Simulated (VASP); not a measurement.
**Sb: electric field gradients with r2SCAN**

Crystal: Sb.

```
Sb
1.0
    -1.86205    1.86205    1.89005
     1.86205   -1.86205    1.89005
     1.86205    1.86205   -1.89005
Sb
1
Direct
  0.00000 0.00000 0.00000
```

```
Program                : VASP 6.6.1
Task                   : electric field gradients
Functional             : r2SCAN
Potentials or basis    : VASP PAW PBE potentials, release 64 (Sb)
Cutoff                 : 520 eV
k mesh                 : 12 × 12 × 12, shifted
Occupations            : fermi-dirac, width 0.08 eV
Spin                   : no spin polarisation
Dipole correction      : no
Further INCAR settings : ALGO = Normal; EDIFF = 1e-08; NBANDS = 8
```

```yaml
Pressure: 1.9 GPa
Band_gap_on_the_k_mesh: zero (an odd number of electrons rules out a gap without spin polarisation)
Largest_electric_field_gradient_by_atom: Sb -4.9 V/Å²
```

Stress tensor (GPa, compression positive):
```
2.09 0.00 0.00
0.00 2.09 0.00
0.00 0.00 1.61
```

Levels at points of the mesh, in eV from the Fermi level:
```tsv
k point	band 1	band 2	band 3	band 4	band 5
(0.04, 0.04, 0.04)	-13.44	4.30	5.50	5.53	10.14
```

Electric field gradients, principal values (V/Å²):
```tsv
atom	least	middle	greatest (by size)
1 Sb	2.447	2.447	-4.894
```

It took 2 min on 1 thread of Intel Xeon 8259CL, with other jobs on the host, peak memory 0.17 GiB.

Caveat: without QUAD_EFG the Cq values of the log hold for a quadrupole moment of 1 mb, not for the nuclei; the PAW data sets were made with another functional, which shifts forces and pressure a little; spin-orbit coupling is left out, which moves the levels of the heavy elements.
